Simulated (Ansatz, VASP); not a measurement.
PbS: VASP beside Ansatz

```xyz
2
Lattice="0.0000 2.9723 2.9723 2.9723 0.0000 2.9723 2.9723 2.9723 0.0000" Properties=species:S:1:pos:R:3 pbc="T T T"
Pb    0.0000    0.0000    0.0000
S     2.9723    2.9723    2.9723
```

Alike in both runs: task single point; functional r2SCAN; k mesh 7 × 7 × 7; no spin polarisation.

```csv
,VASP,Ansatz
version,VASP 6.6.1,Ansatz 0.2.0
potentials or method,"VASP PAW PBE potentials, release 64 (Pb_d, S), cutoff 520 eV",PAW plane waves
occupations,"fermi-dirac, width 0.1 eV",fermi-dirac
valence electrons in the cell,20,20
```

|  | VASP | Ansatz | Ansatz less VASP |
| --- | --- | --- | --- |
| pressure (GPa) | 0.9 | 0.9 | +0.02 |

VASP's potentials were made for PBE, not for r2SCAN.

Neither program's run includes spin-orbit coupling.
